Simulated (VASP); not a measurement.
# MgO (Cm) in VASP: further runs

The runs below take MgO through single point, with PBE.

Everything below comes from runs of VASP 6.6.1. Logs are shortened: lines on timing, memory, paths and dates and some standing lists are left out, and cuts for length are marked.

### Step 1. The cell of the first run

The structure is monoclinic, space group Cm (No. 8). Conventional cell: a = 5.790 Å, b = 3.343 Å, c = 5.164 Å, α = 90.00°, β = 90.00°, γ = 90.00°. Within 2.6 Å of Mg (site symmetry m) lie 4 O at 1.97 to 2.03 Å. Within 2.6 Å of Mg (site symmetry m) lie 4 O at 1.99 to 2.05 Å. O (site symmetry m) has 4 Mg at 1.99 to 2.05 Å within 2.6 Å. O (site symmetry m) has 4 Mg at 1.97 to 2.03 Å within 2.6 Å.

### Step 2. Single point, PBE (atoms displaced along a vibrational mode, the cell strained)

The input, INCAR:

```
ALGO = Normal
EDIFF = 1E-6
ENCUT = 520
GGA = PE
ISIF = 2
ISMEAR = 0
LASPH = True
LCHARG = False
LREAL = False
LWAVE = False
NBANDS = 16
NELM = 100
PREC = Accurate
SIGMA = 0.05
```

The input, KPOINTS:

```
k-points
0
Gamma
  9 9 6
```

The input, POSCAR:

```
MgO
1.0
    3.3428022696      0.0000000000      0.0000000000
   -1.6714011348      2.8949516853      0.0000000000
    0.0000000000      0.0000000000      5.1640562667
Mg O
2 2
Direct
    0.3363138326      0.6726276651      0.0063188067
    0.6696471659      0.3392943318      0.5063188067
    0.3288054857      0.6576109715      0.3982811933
    0.6621388191      0.3242776382      0.8982811933
```

Potentials or basis: VASP PAW PBE potentials, release 64 (Mg, O).

Run with:

```
cat potpaw_PBE.64/Mg/POTCAR potpaw_PBE.64/O/POTCAR > POTCAR
mpirun -np 1 vasp_std > vasp.out
```

OUTCAR:

```text
EDIFF = 1E-6
   ENCUT = 520
   GGA = PE
   ISIF = 2
   ISMEAR = 0
   LASPH = True
   LREAL = False
   NELM = 100
   PREC = Accurate

 ion  position               nearest neighbor table
   1  0.336  0.673  0.006-   4 1.97   3 2.02   4 2.03   4 2.03   2 3.22   2 3.22   2 3.22   2 3.22
                             2 3.22   2 3.22
   2  0.670  0.339  0.506-   3 1.99   3 1.99   4 2.02   3 2.05   1 3.22   1 3.22   1 3.22   1 3.22
                             1 3.22   1 3.22
   3  0.329  0.658  0.398-   2 1.99   2 1.99   1 2.02   2 2.05
   4  0.662  0.324  0.898-   1 1.97   2 2.02   1 2.03   1 2.03

  LATTYP: Found a hexagonal cell.
 ALAT       =     3.3428022696
 C/A-ratio  =     1.5448285152

  Lattice vectors:

 A1 = (   3.3428022696,   0.0000000000,   0.0000000000)
 A2 = (  -1.6714011348,   2.8949516853,   0.0000000000)
 A3 = (   0.0000000000,   0.0000000000,   5.1640562667)

Analysis of symmetry for initial positions (statically):
=====================================================================
 Subroutine PRICEL returns:
 Original cell was already a primitive cell.

 Routine SETGRP: Setting up the symmetry group for a
 hexagonal supercell.

 Subroutine GETGRP returns: Found  2 space group operations
 (whereof  2 operations were pure point group operations)
 out of a pool of 24 trial point group operations.

The static configuration has the point symmetry C_1h.

Analysis of symmetry for dynamics (positions and initial velocities):
=====================================================================
 Subroutine PRICEL returns:
 Original cell was already a primitive cell.

 Routine SETGRP: Setting up the symmetry group for a
 hexagonal supercell.

 Subroutine GETGRP returns: Found  2 space group operations
 (whereof  2 operations were pure point group operations)
 out of a pool of 24 trial point group operations.

The dynamic configuration has the point symmetry C_1h.

 Subroutine INISYM returns: Found  2 space group operations
 (whereof  2 operations are pure point group operations),
 and found     1 'primitive' translations

----------------------------------------------------------------------------------------

                                     Primitive cell

  volume of cell :      49.9739

  direct lattice vectors                    reciprocal lattice vectors
     3.342802270  0.000000000  0.000000000     0.299150210  0.172714454  0.000000000
    -1.671401135  2.894951685  0.000000000     0.000000000  0.345428908  0.000000000
     0.000000000  0.000000000  5.164056267     0.000000000  0.000000000  0.193646225

  length of vectors
     3.342802270  3.342802270  5.164056267     0.345428908  0.345428908  0.193646225

  position of ions in fractional coordinates (direct lattice)
     0.336313833  0.672627665  0.006318807
     0.669647166  0.339294332  0.506318807
     0.328805486  0.657610971  0.398281193
     0.662138819  0.324277638  0.898281193

  ion indices of the primitive-cell ions
   primitive index   ion index
                 1           1
                 2           2
                 3           3
                 4           4

----------------------------------------------------------------------------------------

 KPOINTS: k-points

Automatic generation of k-mesh.
 Grid dimensions read from file:
 generate k-points for:    9    9    6

 Generating k-lattice:

  Cartesian coordinates                     Fractional coordinates (reciprocal lattice)
     0.033238912  0.019190495  0.000000000     0.111111111  0.000000000  0.000000000
     0.000000000  0.038380990  0.000000000     0.000000000  0.111111111  0.000000000
     0.000000000  0.000000000  0.032274371     0.000000000  0.000000000  0.166666667

  Length of vectors
     0.038380990  0.038380990  0.032274371

  Shift w.r.t. Gamma in fractional coordinates (k-lattice)
     0.000000000  0.000000000  0.000000000

 Subroutine IBZKPT returns following result:
 ===========================================

 Found    140 irreducible k-points:

 Following reciprocal coordinates:
            Coordinates               Weight
  0.000000  0.000000  0.000000      1.000000
  0.111111  0.000000  0.000000      4.000000
  0.000000  0.111111  0.000000      2.000000
  0.222222  0.000000  0.000000      4.000000
  0.000000  0.222222  0.000000      2.000000
  0.333333  0.000000  0.000000      4.000000
[... 16 lines left out ...]
 -0.222222 -0.444444  0.000000      4.000000
  0.444444  0.333333  0.000000      4.000000
 [... further k-points ...]
   k-points           NKPTS =    140   k-points in BZ     NKDIM =    140   number of bands    NBANDS=     16
   number of dos      NEDOS =    301   number of ions     NIONS =      4
   total plane-waves  NPLWV =  31360
   dimension x,y,z NGX =    28 NGY =   28 NGZ =   40
   dimension x,y,z NGXF=    56 NGYF=   56 NGZF=   80
   ions per type =               2   2
   NGX,Y,Z   is equivalent  to a cutoff of  13.93, 13.93, 12.88 a.u.
   NGXF,Y,Z  is equivalent  to a cutoff of  27.85, 27.85, 25.75 a.u.
 SYSTEM =  unknown system
   PREC   = accura    normal or accurate (medium, high low for compatibility)
   ISTART =      0    job   : 0-new  1-cont  2-samecut
   ICHARG =      2    charge: 1-file 2-atom 10-const
   ISPIN  =      1    spin polarized calculation?
   LNONCOLLINEAR =      F non collinear calculations
   LSORBIT =      F    spin-orbit coupling
   LASPH  =      T    aspherical Exc in radial PAW
   ENCUT  =  520.0 eV  38.22 Ry    6.18 a.u.   6.22  6.22  9.60*2*pi/ulx,y,z
   NELM   =    100;   NELMIN=  2; NELMDL= -5     # of ELM steps
   EDIFF  = 0.1E-05   stopping-criterion for ELM
   LREAL  =      F    real-space projection
   EDIFFG = 0.1E-04   stopping-criterion for IOM
   NSW    =      0    number of steps for IOM
   IBRION =     -1    ionic relax: 0-MD 1-quasi-New 2-CG
   NFREE  =      0    steps in history (QN), initial steepest desc. (CG)
   ISIF   =      2    stress and relaxation
   ISYM   =      2    0-nonsym 1-usesym 2-fastsym
   POTIM  = 0.5000    time-step for ionic-motion
   TEBEG  =    0.0;   TEEND  =   0.0 temperature during run
   PSTRESS=    0.0 pullay stress
   NELECT =      16.0000    total number of electrons
   NUPDOWN=      -1.0000    fix difference up-down
   EMIN   =  10.00;   EMAX   =-10.00  energy-range for DOS
   EFERMI =   0.00;   METHOD = LEGACY
   ISMEAR =     0;   SIGMA  =   0.05  broadening in eV -4-tet -1-fermi 0-gaus
   EFERMI_NEDOS =   21; number of points for ismear=-14 and -15
   IALGO  =     38    algorithm
   IMIX   =      4    mixing-type and parameters
     AMIX     =   0.40;   BMIX     =  1.00
     AMIX_MAG =   1.60;   BMIX_MAG =  1.00
  volume/ion in A,a.u.               =      12.49        84.31
  Fermi-wavevector in a.u.,A,eV,Ry     =   1.119955  2.116408 17.065771  1.254299
  Thomas-Fermi vector in A             =   2.256598
   LORBIT       =      0    0 simple, 1 ext, 2 COOP (PROOUT), +10 PAW based schemes
   GGA     = PE    functional components
   LHFCALC =     F    Hartree Fock is set to
   AEXX    =    0.0000 exact exchange contribution
   IVDW    =     0    specifies the selected vdW correction
   LEPSILON=     F    determine dielectric tensor
   LRPA    =     F    only Hartree local field effects (RPA)
 non-spin polarized calculation
 Gauss-broadening in eV      SIGMA  =   0.05
  energy-cutoff  :      520.00
  volume of cell :       49.97
 maximum number of plane-waves:      1363
 NGX is ok and might be reduce to    28
   NGX = 13   NGY = 13   NGZ = 19

 number of electron      16.0000003 magnetization

 Free energy of the ion-electron system (eV)
  ---------------------------------------------------
  ext. energy  EPLUGINS =         0.00000000
  ---------------------------------------------------
  free energy    TOTEN  =       -23.50635161 eV

  energy without entropy =      -23.50635161  energy(sigma->0) =      -23.50635161

 E-fermi :   0.9937     XC(G=0):  -9.4988

 val. band max:        0.7568932533   @ k =   0.0000   0.0000   0.0000
 cond. band min:       4.0119403697   @ k =   0.0000   0.0000   0.0000
 fundamental gap:      3.2550471164
 Fermi energy:         0.9936694388

 k-point     1 :       0.0000    0.0000    0.0000
  band No.  band energies     occupation
      1     -15.2442      2.00000
      2     -14.5621      2.00000
      3      -2.3050      2.00000
      4       0.1594      2.00000
      5       0.1609      2.00000
      6       0.4575      2.00000
[... 8 lines left out ...]
     15      16.8567      0.00000
     16      16.8627      0.00000

 k-point     2 :       0.1111    0.0000    0.0000
  band No.  band energies     occupation
      1     -15.1885      2.00000
      2     -14.5416      2.00000
      3      -2.1881      2.00000
      4      -0.1435      2.00000
      5       0.0668      2.00000
      6       0.1095      2.00000
[... 8 lines left out ...]
     15      16.5534      0.00000
     16      16.9220      0.00000

 k-point     3 :       0.0000    0.1111    0.0000
  band No.  band energies     occupation
      1     -15.1885      2.00000
      2     -14.5416      2.00000
      3      -2.1882      2.00000
      4      -0.1425      2.00000
      5       0.0831      2.00000
      6       0.0910      2.00000
[... 8 lines left out ...]
     15      16.5554      0.00000
     16      16.9188      0.00000

 k-point     4 :       0.2222    0.0000    0.0000
  band No.  band energies     occupation
      1     -15.0394      2.00000
      2     -14.4942      2.00000
      3      -1.8591      2.00000
      4      -0.9266      2.00000
      5      -0.4672      2.00000
      6      -0.0765      2.00000
[... 8 lines left out ...]
     15      15.3740      0.00000
     16      15.9331      0.00000
[... 324 lines left out ...]
 k-point    22 :       0.3333    0.2222    0.0000
  band No.  band energies     occupation
      1     -14.6165      2.00000
      2     -14.4662      2.00000
      3      -1.8397      2.00000
      4      -1.1444      2.00000
      5      -0.7998      2.00000
      6      -0.6674      2.00000
[... 8 lines left out ...]
     15      13.9301      0.00000
     16      16.2797      0.00000

 k-point    23 :      -0.2222   -0.4444    0.0000
  band No.  band energies     occupation
      1     -14.6165      2.00000
      2     -14.4664      2.00000
      3      -1.8390      2.00000
      4      -1.1442      2.00000
      5      -0.8009      2.00000
      6      -0.6678      2.00000
[... 8 lines left out ...]
     15      13.9311      0.00000
     16      16.2798      0.00000

 k-point    24 :       0.4444    0.3333    0.0000
  band No.  band energies     occupation
      1     -14.6165      2.00000
      2     -14.4662      2.00000
      3      -1.8401      2.00000
      4      -1.1439      2.00000
      5      -0.8006      2.00000
      6      -0.6669      2.00000
[... 8 lines left out ...]
     15      13.9278      0.00000
     16      16.2783      0.00000

 [... further k-points ...]

------------------------ aborting loop because EDIFF is reached ----------------------------------------

  FORCE on cell =-STRESS in cart. coord.  units (eV):
  Direction    XX          YY          ZZ          XY          YZ          ZX
  --------------------------------------------------------------------------------------
  -------------------------------------------------------------------------------------
  Total       -0.9892150     -0.9417115     -0.9159681      0.0000000     -0.2737641      0.0000000
  in kB      -31.7145312    -30.1915546    -29.3662136      0.0000000     -8.7769608      0.0000000
  external PRESSURE =     -30.4240998 kB  Pullay stress =       0.0000000 kB

 VOLUME and BASIS-vectors are now :
 -----------------------------------------------------------------------------
  energy-cutoff  :      520.00
  volume of cell :       49.97
      direct lattice vectors                 reciprocal lattice vectors
     3.342802270  0.000000000  0.000000000     0.299150210  0.172714454  0.000000000
    -1.671401135  2.894951685  0.000000000     0.000000000  0.345428908  0.000000000
     0.000000000  0.000000000  5.164056267     0.000000000  0.000000000  0.193646225

 POSITION                                       TOTAL-FORCE (eV/Angst)
 -----------------------------------------------------------------------------------
      0.00000      1.94722      0.03263        -0.000000     -0.387664      0.034661
      1.67140      0.98224      2.61466        -0.000000     -0.332410      0.033220
     -0.00000      1.90375      2.05675         0.000000      0.332467     -0.033141
      1.67140      0.93877      4.63877         0.000000      0.387608     -0.034740
 -----------------------------------------------------------------------------------
    total drift:                                0.000001     -0.000103      0.000347

  FREE ENERGIE OF THE ION-ELECTRON SYSTEM (eV)
  ---------------------------------------------------
  free  energy   TOTEN  =       -23.5063516089 eV

  energy  without entropy=      -23.5063516089  energy(sigma->0) =      -23.50635161
```

Run time: 38 s. Hardware: 1 thread of Intel Xeon 6975P-C (Granite Rapids), shared host; peak memory 0.25 GiB.

What came out:

- Free energy: -23.5064 eV
- Pressure: -3.0 GPa
- Largest force: 0.389 eV/Å
- Band gap on the k mesh: 3.25 eV

Forces on the atoms (eV/Å):
```
Mg   0.000 -0.388  0.035
Mg   0.000 -0.332  0.033
O    0.000  0.332 -0.033
O    0.000  0.388 -0.035
```

Caveat: the cell differs from its parent crystal (atoms displaced along a vibrational mode, the cell strained); the cell stands under tension; an odd mesh through Γ misses points on the zone boundary, where band edges can lie.

(Part 1 of 2 ends here.)
